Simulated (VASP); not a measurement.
Tc:

```
CELL_PARAMETERS angstrom
0.00000 2.65000 2.65000
2.65000 0.00000 2.65000
2.65000 2.65000 0.00000
ATOMIC_POSITIONS crystal
Tc 0.00000 0.00000 0.00000
Tc 0.25000 0.25000 0.25000
```

This isn't the form of Tc at room conditions, which is hcp.

```yaml
Program: VASP 6.6.1
Task: relaxation of cell and atoms
Functional: LDA
Potentials_or_basis: VASP PAW LDA potentials, release 64 (Tc_pv)
Cutoff: 500 eV
k_mesh: 14 × 14 × 14
Occupations: fermi-dirac, width 0.05 eV
Spin: no spin polarisation
```

At the start: pressure 16.3 GPa; volume 18.61 Å³/atom.

Task: Where does the relaxation end?

Result: Over 16 steps the energy falls by 71.4 meV/atom and the volume is 20.11 Å³/atom (+8.0 %); space group Fd-3m (No. 227, to 0.1 Å) before and after.

Step by step:
```tsv
step	energy change (eV)	largest force (eV/Å)	pressure (GPa)	volume (Å³)
1	0.0000	0.0000	16.27	37.22
2	0.5160	0.0000	-22.05	48.36
3	-0.1423	0.0000	-0.89	40.44
4	-0.1429	0.0000	-0.10	40.25
5	-0.1429	0.0000	0.17	40.19
6	-0.1429	0.0000	0.18	40.19
7	-0.1429	0.0000	0.16	40.19
8	-0.1429	0.0000	0.16	40.19
9	-0.1429	0.0000	0.16	40.19
10	-0.1429	0.0000	0.16	40.19
11	-0.1429	0.0000	0.16	40.19
12	-0.1429	0.0000	0.15	40.19
13	-0.1429	0.0000	0.15	40.20
14	-0.1429	0.0000	0.14	40.20
15	-0.1429	0.0000	0.13	40.20
16	-0.1429	0.0000	0.08	40.21
```

Final structure:
```yaml
crystal:
  lattice:
    - [0.00000, 2.71921, 2.71921]
    - [2.71921, 0.00000, 2.71921]
    - [2.71921, 2.71921, 0.00000]
  atoms:
    - { symbol: Tc, position: [0.00000, 0.00000, 0.00000] }
    - { symbol: Tc, position: [0.25000, 0.25000, 0.25000] }
```
